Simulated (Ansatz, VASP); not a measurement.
**One calculation of Ta2N, two programs**

```
CELL_PARAMETERS angstrom
3.07826 -0.16161 0.00000
-1.67909 2.74666 0.00000
0.00000 0.00000 4.99277
ATOMIC_POSITIONS crystal
Ta 0.66667 0.33333 0.74637
Ta 0.33333 0.66667 0.25363
N 0.00000 0.00000 0.00000
```

Change from the starting cell: engineering shear strain xy -0.1050, normal strain along z +0.0350.

Alike in both runs: task single point; functional PBEsol; k mesh 15 × 15 × 8; occupations gaussian, width 0.15 eV; no spin polarisation.

|  | VASP | Ansatz |
| --- | --- | --- |
| version | VASP 6.6.1 | Ansatz 0.2.0 |
| potentials or method | VASP PAW PBE potentials, release 64 (Ta_pv, N), cutoff 520 eV | scalar-relativistic, plane waves, PAW |
| valence electrons in the cell | 27 | 31 |

VASP gave:

| Property | Result |
| --- | --- |
| gap on the k mesh at the Fermi level (eV) | none |
| pressure (GPa) | -6.5 |
| traceless stress, the component that is largest in VASP (GPa) | 14.66 |
| rms of the force components (eV/Å) | 0.175 |

Task: What did Ansatz give for the same quantities?

Result: gap on the k mesh at the Fermi level (eV): none; pressure (GPa): -7.0; traceless stress, the component that is largest in VASP (GPa): 14.61; rms of the force components (eV/Å): 0.152.

VASP's potentials were made for PBE, not for PBEsol, and Ansatz warns of the same on its side. Atom by atom the forces differ by 0.024 eV/Å (rms over components). A gap of «none» marks a metal or a gap that the smearing closes. VASP's potentials hold 27 valence electrons a cell and Ansatz's 31, so a difference there can come from the potentials and not from the codes.

Spin-orbit coupling is off throughout.
